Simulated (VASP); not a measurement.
# Al3Ni5 (Cmmm) in VASP: notebook

The runs below take Al3Ni5 through single point, with PBEsol.

All numbers are computed with VASP 6.6.1; they aren't measurements. Logs are shortened: lines on timing, memory, paths and dates and some standing lists are left out, and cuts for length are marked.

## (1) The cell of the first run

It takes space group Cmmm (No. 65, orthorhombic). The conventional cell has a = 6.422 Å, b = 7.199 Å, c = 3.534 Å, α = 90.00°, β = 90.00°, γ = 90.00°. Within 3.0 Å of Al (site symmetry mmm) lie 8 Ni at 2.28 to 2.41 Å and 4 Al at 2.68 Å. Within 3.3 Å of Al (site symmetry m2m) lie 10 Ni at 2.37 to 2.47 Å and 5 Al at 2.68 to 3.24 Å. Within 3.3 Å of Ni (site symmetry mmm) lie 6 Al at 2.37 to 3.21 Å and 8 Ni at 2.41 to 2.50 Å. Within 3.3 Å of Ni (site symmetry 2/m) lie 6 Al at 2.40 to 2.41 Å and 8 Ni at 2.41 to 3.21 Å. Within 3.0 Å of Ni (site symmetry 2mm) lie 6 Al at 2.28 to 2.47 Å and 7 Ni at 2.50 to 2.87 Å.

## (2) Single point, PBEsol (strain -0.025 along x and y, -0.050 along z)

Contents of INCAR:

```
SYSTEM = Al3Ni5
PREC = Accurate ; ENCUT = 520
EDIFF = 1E-7 ; ISMEAR = 0
SIGMA = 0.15 ; LREAL = .FALSE.
LASPH = .TRUE. ; NELM = 80
ALGO = Fast ; ISIF = 2
LWAVE = .FALSE. ; LCHARG = .TRUE.
GGA = PS ; LELF = .TRUE.
LVHAR = .TRUE. ; NBANDS = 40
```

Contents of KPOINTS:

```
Automatic mesh
0
G
  8 8 10
  0 0 0
```

Contents of POSCAR:

```
Al3Ni5
1.0
    3.2109989665     -3.5996391596      0.0000000000
    3.2109989665      3.5996391596      0.0000000000
    0.0000000000      0.0000000000      3.5343368404
Al Ni
3 5
Direct
    0.5000000000      0.5000000000      0.0000000000
    0.7796888788      0.2203111212      0.5000000000
    0.2203111212      0.7796888788      0.5000000000
    0.0000000000      0.0000000000      0.0000000000
    0.0000000000      0.5000000000      0.0000000000
    0.5000000000      0.0000000000      0.0000000000
    0.2762373070      0.2762373070      0.5000000000
    0.7237626930      0.7237626930      0.5000000000
```

Potentials or basis: VASP PAW PBE potentials, release 64 (Al, Ni).

Command:

```bash
cat potpaw_PBE.64/Al/POTCAR potpaw_PBE.64/Ni/POTCAR > POTCAR
mpirun -np 1 vasp_std > vasp.out
```

OUTCAR:

```text
SYSTEM = Al3Ni5
   PREC = Accurate
   ENCUT = 520
   EDIFF = 1E-7
   ISMEAR = 0
   LREAL = .FALSE.
   LASPH = .TRUE.
   NELM = 80
   ISIF = 2
   GGA = PS

 ion  position               nearest neighbor table
   1  0.500  0.500  0.000-   7 2.28   8 2.28   7 2.28   8 2.28   5 2.41   6 2.41   6 2.41   5 2.41
                             2 2.68   3 2.68   2 2.68   3 2.68   4 3.21   4 3.21
   2  0.780  0.220  0.500-   4 2.37   4 2.37   8 2.38   7 2.38   6 2.40   5 2.40   5 2.40   6 2.40
                             8 2.47   7 2.47   1 2.68   1 2.68   3 3.17   3 3.24   3 3.24
   3  0.220  0.780  0.500-   4 2.37   4 2.37   8 2.38   7 2.38   6 2.40   5 2.40   5 2.40   6 2.40
                             8 2.47   7 2.47   1 2.68   1 2.68   2 3.17   2 3.24   2 3.24
   4  0.000  0.000  0.000-   2 2.37   3 2.37   2 2.37   3 2.37   5 2.41   6 2.41   5 2.41   6 2.41
                             7 2.50   8 2.50   7 2.50   8 2.50   1 3.21   1 3.21
   5  0.000  0.500  0.000-   2 2.40   3 2.40   2 2.40   3 2.40   1 2.41   4 2.41   4 2.41   1 2.41
                             7 2.53   8 2.53   7 2.53   8 2.53
   6  0.500  0.000  0.000-   2 2.40   3 2.40   2 2.40   3 2.40   1 2.41   4 2.41   1 2.41   4 2.41
                             7 2.53   8 2.53   7 2.53   8 2.53
   7  0.276  0.276  0.500-   1 2.28   1 2.28   3 2.38   2 2.38   2 2.47   3 2.47   4 2.50   4 2.50
                             5 2.53   6 2.53   5 2.53   6 2.53   8 2.87
   8  0.724  0.724  0.500-   1 2.28   1 2.28   3 2.38   2 2.38   2 2.47   3 2.47   4 2.50   4 2.50
                             5 2.53   6 2.53   5 2.53   6 2.53   7 2.87

  LATTYP: Found a base centered orthorhombic cell.
 ALAT       =     6.4219979330
 B/A-ratio  =     1.1210340449
 C/A-ratio  =     0.5503484861

  Lattice vectors:

 A1 = (   3.2109989665,  -3.5996391596,   0.0000000000)
 A2 = (   3.2109989665,   3.5996391596,   0.0000000000)
 A3 = (   0.0000000000,   0.0000000000,   3.5343368404)

Analysis of symmetry for initial positions (statically):
=====================================================================
 Subroutine PRICEL returns:
 Original cell was already a primitive cell.

 Routine SETGRP: Setting up the symmetry group for a
 base centered orthorhombic supercell.

 Subroutine GETGRP returns: Found  8 space group operations
 (whereof  8 operations were pure point group operations)
 out of a pool of  8 trial point group operations.

The static configuration has the point symmetry D_2h.

Analysis of symmetry for dynamics (positions and initial velocities):
=====================================================================
 Subroutine PRICEL returns:
 Original cell was already a primitive cell.

 Routine SETGRP: Setting up the symmetry group for a
 base centered orthorhombic supercell.

 Subroutine GETGRP returns: Found  8 space group operations
 (whereof  8 operations were pure point group operations)
 out of a pool of  8 trial point group operations.

The dynamic configuration has the point symmetry D_2h.

 Subroutine INISYM returns: Found  8 space group operations
 (whereof  8 operations are pure point group operations),
 and found     1 'primitive' translations

----------------------------------------------------------------------------------------

                                     Primitive cell

  volume of cell :      81.7028

  direct lattice vectors                    reciprocal lattice vectors
     3.210998967 -3.599639160  0.000000000     0.155714781 -0.138902812  0.000000000
     3.210998967  3.599639160  0.000000000     0.155714781  0.138902812  0.000000000
     0.000000000  0.000000000  3.534336840     0.000000000  0.000000000  0.282938510

  length of vectors
     4.823682871  4.823682871  3.534336840     0.208665004  0.208665004  0.282938510

  position of ions in fractional coordinates (direct lattice)
     0.500000000  0.500000000  0.000000000
     0.779688879  0.220311121  0.500000000
     0.220311121  0.779688879  0.500000000
     0.000000000  0.000000000  0.000000000
     0.000000000  0.500000000  0.000000000
     0.500000000  0.000000000  0.000000000
     0.276237307  0.276237307  0.500000000
     0.723762693  0.723762693  0.500000000

  ion indices of the primitive-cell ions
   primitive index   ion index
                 1           1
                 2           2
                 3           3
                 4           4
                 5           5
                 6           6
                 7           7
                 8           8

----------------------------------------------------------------------------------------

 KPOINTS: Automatic mesh

Automatic generation of k-mesh.
 Grid dimensions read from file:
 generate k-points for:    8    8   10

 Generating k-lattice:

  Cartesian coordinates                     Fractional coordinates (reciprocal lattice)
     0.019464348 -0.017362851  0.000000000     0.125000000  0.000000000  0.000000000
     0.019464348  0.017362851  0.000000000     0.000000000  0.125000000  0.000000000
     0.000000000  0.000000000  0.028293851     0.000000000  0.000000000  0.100000000

  Length of vectors
     0.026083126  0.026083126  0.028293851

  Shift w.r.t. Gamma in fractional coordinates (k-lattice)
     0.000000000  0.000000000  0.000000000

 Subroutine IBZKPT returns following result:
 ===========================================

 Found    126 irreducible k-points:

 Following reciprocal coordinates:
            Coordinates               Weight
  0.000000  0.000000  0.000000      1.000000
  0.125000  0.000000  0.000000      4.000000
  0.250000  0.000000  0.000000      4.000000
  0.375000  0.000000  0.000000      4.000000
  0.500000  0.000000  0.000000      2.000000
  0.125000  0.125000  0.000000      2.000000
[... 16 lines left out ...]
  0.125000  0.000000  0.100000      8.000000
  0.250000  0.000000  0.100000      8.000000
 [... further k-points ...]
   k-points           NKPTS =    126   k-points in BZ     NKDIM =    126   number of bands    NBANDS=     40
   number of dos      NEDOS =    301   number of ions     NIONS =      8
   total plane-waves  NPLWV =  36288
   dimension x,y,z NGX =    36 NGY =   36 NGZ =   28
   dimension x,y,z NGXF=    72 NGYF=   72 NGZF=   56
   ions per type =               3   5
   NGX,Y,Z   is equivalent  to a cutoff of  12.41, 12.41, 13.17 a.u.
   NGXF,Y,Z  is equivalent  to a cutoff of  24.81, 24.81, 26.34 a.u.
 SYSTEM =  Al3Ni5
   PREC   = accura    normal or accurate (medium, high low for compatibility)
   ISTART =      0    job   : 0-new  1-cont  2-samecut
   ICHARG =      2    charge: 1-file 2-atom 10-const
   ISPIN  =      1    spin polarized calculation?
   LNONCOLLINEAR =      F non collinear calculations
   LSORBIT =      F    spin-orbit coupling
   LASPH  =      T    aspherical Exc in radial PAW
   ENCUT  =  520.0 eV  38.22 Ry    6.18 a.u.   8.97  8.97  6.57*2*pi/ulx,y,z
   NELM   =     80;   NELMIN=  2; NELMDL= -5     # of ELM steps
   EDIFF  = 0.1E-06   stopping-criterion for ELM
   LREAL  =      F    real-space projection
   EDIFFG = 0.1E-05   stopping-criterion for IOM
   NSW    =      0    number of steps for IOM
   IBRION =     -1    ionic relax: 0-MD 1-quasi-New 2-CG
   NFREE  =      0    steps in history (QN), initial steepest desc. (CG)
   ISIF   =      2    stress and relaxation
   ISYM   =      2    0-nonsym 1-usesym 2-fastsym
   POTIM  = 0.5000    time-step for ionic-motion
   TEBEG  =    0.0;   TEEND  =   0.0 temperature during run
   PSTRESS=    0.0 pullay stress
   NELECT =      59.0000    total number of electrons
   NUPDOWN=      -1.0000    fix difference up-down
   EMIN   =  10.00;   EMAX   =-10.00  energy-range for DOS
   EFERMI =   0.00;   METHOD = LEGACY
   ISMEAR =     0;   SIGMA  =   0.15  broadening in eV -4-tet -1-fermi 0-gaus
   EFERMI_NEDOS =   21; number of points for ismear=-14 and -15
   IALGO  =     68    algorithm
   IMIX   =      4    mixing-type and parameters
     AMIX     =   0.40;   BMIX     =  1.00
     AMIX_MAG =   1.60;   BMIX_MAG =  1.00
  volume/ion in A,a.u.               =      10.21        68.92
  Fermi-wavevector in a.u.,A,eV,Ry     =   1.468745  2.775526 29.350660  2.157213
  Thomas-Fermi vector in A             =   2.584206
   LORBIT       =      0    0 simple, 1 ext, 2 COOP (PROOUT), +10 PAW based schemes
   GGA     = PS    functional components
   LHFCALC =     F    Hartree Fock is set to
   AEXX    =    0.0000 exact exchange contribution
   IVDW    =     0    specifies the selected vdW correction
   LEPSILON=     F    determine dielectric tensor
   LRPA    =     F    only Hartree local field effects (RPA)
 non-spin polarized calculation
 RMM-DIIS sequential band-by-band and
 Gauss-broadening in eV      SIGMA  =   0.15
  energy-cutoff  :      520.00
  volume of cell :       81.70
 maximum number of plane-waves:      2234
   NGX = 17   NGY = 17   NGZ = 13

 number of electron      58.9999946 magnetization

 Free energy of the ion-electron system (eV)
  ---------------------------------------------------
  ext. energy  EPLUGINS =         0.00000000
  ---------------------------------------------------
  free energy    TOTEN  =       -46.99952281 eV

  energy without entropy =      -46.96295427  energy(sigma->0) =      -46.98123854

 E-fermi :  11.5569     XC(G=0): -13.1639

 val. band max:       11.5558554252   @ k =  -0.1250   0.1250   0.1000
 cond. band min:      11.5621902702   @ k =   0.3750   0.3750   0.4000
 fundamental gap:      0.0063348450
 Fermi energy:        11.5569240573

 k-point     1 :       0.0000    0.0000    0.0000
  band No.  band energies     occupation
      1      -0.1072      2.00000
      2       4.8839      2.00000
      3       5.0260      2.00000
      4       5.8904      2.00000
      5       6.4699      2.00000
      6       6.7074      2.00000
[... 32 lines left out ...]
     39      19.0452      0.00000
[... 988 lines left out ...]
     39      19.5749      0.00000
     40      19.7907      0.00000

 [... further k-points ...]

------------------------ aborting loop because EDIFF is reached ----------------------------------------

  FORCE on cell =-STRESS in cart. coord.  units (eV):
  Direction    XX          YY          ZZ          XY          YZ          ZX
  --------------------------------------------------------------------------------------
  -------------------------------------------------------------------------------------
  Total       11.6519588     11.0567541     14.2062509      0.0000000      0.0000000      0.0000000
  in kB      228.4927660    216.8209127    278.5819642      0.0000000      0.0000000      0.0000000
  external PRESSURE =     241.2985476 kB  Pullay stress =       0.0000000 kB

 VOLUME and BASIS-vectors are now :
 -----------------------------------------------------------------------------
  energy-cutoff  :      520.00
  volume of cell :       81.70
      direct lattice vectors                 reciprocal lattice vectors
     3.210998967 -3.599639160  0.000000000     0.155714781 -0.138902812  0.000000000
     3.210998967  3.599639160  0.000000000     0.155714781  0.138902812  0.000000000
     0.000000000  0.000000000  3.534336840     0.000000000  0.000000000  0.282938510

 POSITION                                       TOTAL-FORCE (eV/Angst)
 -----------------------------------------------------------------------------------
      3.21100      0.00000      0.00000         0.000000      0.000000      0.000000
      3.21100     -2.01356      1.76717         0.000000      0.139657     -0.000000
      3.21100      2.01356      1.76717         0.000000     -0.139657     -0.000000
      0.00000      0.00000      0.00000         0.000000      0.000000      0.000000
      1.60550      1.79982      0.00000         0.000000      0.000000      0.000000
      1.60550     -1.79982      0.00000         0.000000      0.000000      0.000000
      1.77400      0.00000      1.76717        -0.150907      0.000000      0.000000
      4.64800      0.00000      1.76717         0.150907      0.000000      0.000000
 -----------------------------------------------------------------------------------
    total drift:                                0.000000      0.000000      0.000000

  FREE ENERGIE OF THE ION-ELECTRON SYSTEM (eV)
  ---------------------------------------------------
  free  energy   TOTEN  =       -46.9995228095 eV

  energy  without entropy=      -46.9629542661  energy(sigma->0) =      -46.98123854
```

Run time: 5.5 min. Hardware: 1 thread of AMD EPYC 9R45 (Zen 5), shared host; peak memory 0.38 GiB.

Results:

* Free energy: -46.9995 eV
* Pressure: 24.1 GPa
* Largest force: 0.151 eV/Å
* Band gap on the k mesh: zero (an odd number of electrons rules out a gap without spin polarisation)

Forces on the atoms (eV/Å):
```
Al   0.000  0.000  0.000
Al   0.000  0.140  0.000
Al   0.000 -0.140  0.000
Ni   0.000  0.000  0.000
Ni   0.000  0.000  0.000
Ni   0.000  0.000  0.000
Ni  -0.151  0.000  0.000
Ni   0.151  0.000  0.000
```

Stress tensor (GPa, compression positive):
```
22.85  0.00  0.00
 0.00 21.68  0.00
 0.00  0.00 27.86
```

Levels at points of the mesh, in eV from the Fermi level:
```tsv
k point	band 26	band 27	band 28	band 29	band 30	band 31	band 32	band 33
(0.00, 0.00, 0.00)	-1.05	-0.94	-0.86	-0.77	-0.60	0.08	0.45	1.89
(0.50, 0.00, 0.00)	-1.20	-1.17	-0.87	-0.41	-0.37	1.18	2.36	2.63
(0.50, 0.50, 0.00)	-1.31	-1.23	-1.16	-0.59	3.43	3.58	3.74	3.83
(0.00, 0.00, 0.50)	-1.69	-1.47	-1.31	-0.86	-0.81	-0.41	2.42	2.85
(0.50, 0.00, 0.50)	-1.43	-1.40	-1.32	-0.65	0.75	0.98	1.08	1.08
(0.50, 0.50, 0.50)	-1.53	-1.49	-1.45	-1.23	-0.15	-0.14	0.19	0.23
```

Caveat: the cell differs from its parent crystal (strain -0.025 along x and y, -0.050 along z); the stress differs along the axes, from 22 to 28 GPa; the PAW data sets were made with another functional, which shifts forces and pressure a little. Spin polarisation is off, so any magnetic state and its effect on volume and gap are missing.

(Continued in part 2 of 2.)
